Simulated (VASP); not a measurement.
**La2Zr2O: relaxation of cell and atoms with PBE**

La2Zr2O:

```
CELL_PARAMETERS angstrom
4.15169 0.00000 0.00000
-2.07585 3.59547 0.00000
0.00000 0.00000 8.11853
ATOMIC_POSITIONS crystal
La 0.00000 0.00000 0.70553
La 0.00000 0.00000 0.29447
Zr 0.66667 0.33333 0.50000
Zr 0.33333 0.66667 0.00000
O 0.66667 0.33333 0.00000
```

```yaml
Program: VASP 6.6.1
Task: relaxation of cell and atoms
Functional: PBE
Potentials_or_basis: VASP PAW PBE potentials, release 64 (La, Zr_sv, O)
Cutoff: 600 eV
k_mesh: 6 × 6 × 2
Occupations: gaussian, width 0.1 eV
Spin: no spin polarisation
Dipole_correction: no
Further_INCAR_settings: ALGO = Normal; EDIFF = 1e-07; IBRION = 2; EDIFFG = -0.04; NSW = 90; ISIF = 3
```

```yaml
Relaxed_volume: 25.74 Å³/atom
Relaxed_cell: a = 3.587 Å, b = 3.587 Å, c = 11.551 Å, α = 90.00°, β = 90.00°, γ = 120.00°
Space_group_after_relaxing_to_0.05_Å: P-6m2 (No. 187)
Energy_gained_by_relaxing: 750.5 meV/atom
Ionic_steps: 17
Pressure_after_relaxing: -0.1 GPa
Largest_force_after_relaxing: 0.011 eV/Å
Band_gap_on_the_k_mesh: zero (band 26 reaches 8.91 eV, above the bottom of band 27 at 7.96 eV)
```

Forces on the atoms (eV/Å):
```
La   0.000  0.000  0.011
La   0.000  0.000 -0.011
Zr   0.000  0.000  0.000
Zr   0.000  0.000  0.000
O    0.000  0.000  0.000
```

Stress tensor (GPa, compression positive):
```
-0.24  0.00  0.00
 0.00 -0.24  0.00
 0.00  0.00  0.10
```

The path:
```
step  energy change (eV)  largest force (eV/Å)  pressure (GPa)  volume (Å³)
   1              0.0000                1.7608           -1.16       121.19
   2             -1.3740                1.3334            0.77       117.55
   3             -1.8492                1.2015           24.43       101.06
   4             -2.6995                0.1709            9.34       109.38
   5             -2.6956                0.2565           12.39       107.31
   6             -3.2650                0.8269            7.42       114.91
   7             -3.4429                1.0518            2.63       123.94
   8             -3.4498                1.0395            3.24       122.72
   9             -3.5484                0.9102            1.38       125.08
  10             -3.5899                0.7062           -0.99       128.63
  11             -3.5915                0.7435           -0.62       128.03
  12             -3.6398                0.6105           -0.30       127.95
  13             -3.7320                0.2317           -0.01       127.70
  14             -3.6795                0.5556            1.54       127.13
  15             -3.7501                0.0294            0.42       127.52
  16             -3.7524                0.0090           -0.20       128.83
  17             -3.7524                0.0110           -0.13       128.68
```

Final structure:
```yaml
crystal:
  lattice:
    - [3.58662, 0.00000, 0.00000]
    - [-1.79331, 3.10611, 0.00000]
    - [0.00000, 0.00000, 11.55064]
  atoms:
    - { symbol: La, position: [0.00000, 0.00000, 0.72439] }
    - { symbol: La, position: [0.00000, 0.00000, 0.27561] }
    - { symbol: Zr, position: [0.66667, 0.33333, 0.50000] }
    - { symbol: Zr, position: [0.33333, 0.66667, 0.00000] }
    - { symbol: O, position: [0.66667, 0.33333, 0.00000] }
```

Levels at points of the mesh, in eV from the Fermi level:
```
           k point  band 22  band 23  band 24  band 25  band 26  band 27  band 28  band 29  band 30  band 31
(0.00, 0.00, 0.00)    -2.35    -1.90    -1.19     0.55     0.60     0.60     0.72     0.72     0.91     1.37
(0.50, 0.00, 0.00)    -1.98    -1.68    -1.05    -0.84    -0.33     0.13     0.41     0.46     0.98     1.09
(0.00, 0.00, 0.50)    -2.83    -2.05    -0.93     0.60     0.60     0.78     0.78     0.87     0.96     1.20
(0.50, 0.00, 0.50)    -1.91    -1.80    -1.68    -0.62    -0.42     0.50     0.63     0.64     0.68     1.17
```

It took 19 min on 1 thread of Intel(R) Xeon(R) Platinum 8488C (Sapphire Rapids), on a shared host, peak memory 0.36 GiB.

Caveat: the k points lie up to 0.34 Å⁻¹ apart in the final cell; spin-orbit coupling is left out, which moves the levels of the heavy elements.
